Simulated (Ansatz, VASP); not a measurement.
# Two plane-wave programs on CdSe

The input INCAR:

```
SYSTEM = CdSe
ALGO     = Normal         ! electronic algorithm
EDIFF    = 1E-6           ! SCF threshold, eV
ENCUT    = 500            ! plane-wave cutoff, eV
GGA      = PE             ! functional
GGA_COMPAT= .FALSE.      
ISIF     = 2              ! what is computed and relaxed
ISMEAR   = 0              ! smearing method
LASPH    = .TRUE.         ! aspherical terms in the spheres
LCHARG   = .FALSE.        ! write CHGCAR
LREAL    = .FALSE.        ! projectors in reciprocal space
LWAVE    = .FALSE.        ! write WAVECAR
NBANDS   = 26             ! bands
NELM     = 120            ! most SCF steps
PREC     = Accurate       ! precision mode
SIGMA    = 0.01           ! smearing width, eV
```

The input KPOINTS:

```
k-points
0
G
  5 5 3
  0 0 0
```

File POSCAR:

```
CdSe
1.0
    4.3000000000      0.0000000000      0.0000000000
   -2.1500000000      3.7239092400      0.0000000000
    0.0000000000      0.0000000000      7.0200000000
Cd Se
2 2
Direct
    0.3333333300      0.6666666700      0.0000000000
    0.6666666700      0.3333333300      0.5000000000
    0.3333333300      0.6666666700      0.3850000000
    0.6666666700      0.3333333300      0.8850000000
```

Input for Ansatz:

```yaml
crystal:
  lattice:
    - [4.3, 0.0, 0.0]
    - [-2.15, 3.72390924, 0.0]
    - [0.0, 0.0, 7.02]
  atoms:
    - { symbol: Cd, position: [0.33333333, 0.66666667, 0.0] }
    - { symbol: Cd, position: [0.66666667, 0.33333333000000004, 0.5] }
    - { symbol: Se, position: [0.33333333, 0.66666667, 0.38500000000000006] }
    - { symbol: Se, position: [0.66666667, 0.33333333000000004, 0.885] }
basis:
  ecutwfc: 421.77648681281397
kpoints:
  mp_grid:
    grid: [5, 5, 3]
  band_path:
    path:
      - [0.0, 0.0, 0.0]
      - [0.5, 0.0, 0.0]
      - [0.33333, 0.33333, 0.0]
      - [0.0, 0.0, 0.0]
      - [0.0, 0.0, 0.5]
      - [0.5, 0.0, 0.5]
      - [0.33333, 0.33333, 0.5]
    npoints: 8
hamiltonian:
  xc: pbe
scf:
  n_extra_bands: 8
  occupations:
    method: fixed
```

Alike in both runs: task single point; functional PBE; k mesh 5 × 5 × 3; no spin polarisation.

|  | VASP | Ansatz |
| --- | --- | --- |
| version | VASP 6.6.1 | Ansatz 0.2.0 |
| potentials or method | VASP PAW PBE potentials, release 64 (Cd, Se), cutoff 500 eV | plane waves, PAW |
| occupations | gaussian, width 0.01 eV | fixed |
| valence electrons in the cell | 36 | 72 |

```csv
,VASP,Ansatz,Ansatz less VASP
gap on the k mesh at the Fermi level (eV),0.70,0.70,0.000
```

VASP's potentials hold 36 valence electrons a cell and Ansatz's 72, so a difference there can come from the potentials and not from the codes.
